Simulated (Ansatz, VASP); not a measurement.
One calculation of Zr2ZnN2, two programs

```xyz
5
Lattice="3.4055 0.0000 0.0000 0.0000 3.4055 0.0000 0.0000 0.0000 6.5479" Properties=species:S:1:pos:R:3 pbc="T T T"
Zr    1.7027    1.7027    1.8855
Zr    1.7027    1.7027    4.6624
Zn    0.0000    0.0000    0.0000
N     0.0000    1.7027    3.2739
N     1.7027    0.0000    3.2739
```

Change from the starting cell: species swapped into the CeMg2Si2 type (P4/mmm, No. 123).

Alike in both runs: functional PBE; k mesh 12 × 12 × 6; occupations gaussian, width 0.1 eV; no spin polarisation.

Ansatz relaxed the structure, and its values are those at the end. VASP's run is a single point on that final structure, the one shown.

|  | VASP | Ansatz |
| --- | --- | --- |
| version | VASP 6.6.1 | Ansatz 0.2.0 |
| potentials or method | VASP PAW PBE potentials, release 64 (Zr_sv, Zn, N), cutoff 520 eV | scalar-relativistic, plane waves, PAW |
| valence electrons in the cell | 46 | 46 |

Ansatz gave:

* gap on the k mesh at the Fermi level (eV): none
* pressure (GPa): 0.0
* rms of the force components (eV/Å): 0.002

What did VASP give for the same quantities?

gap on the k mesh at the Fermi level (eV): none; pressure (GPa): 0.2; rms of the force components (eV/Å): 0.009.

A gap of «none» marks a metal or a gap that the smearing closes.
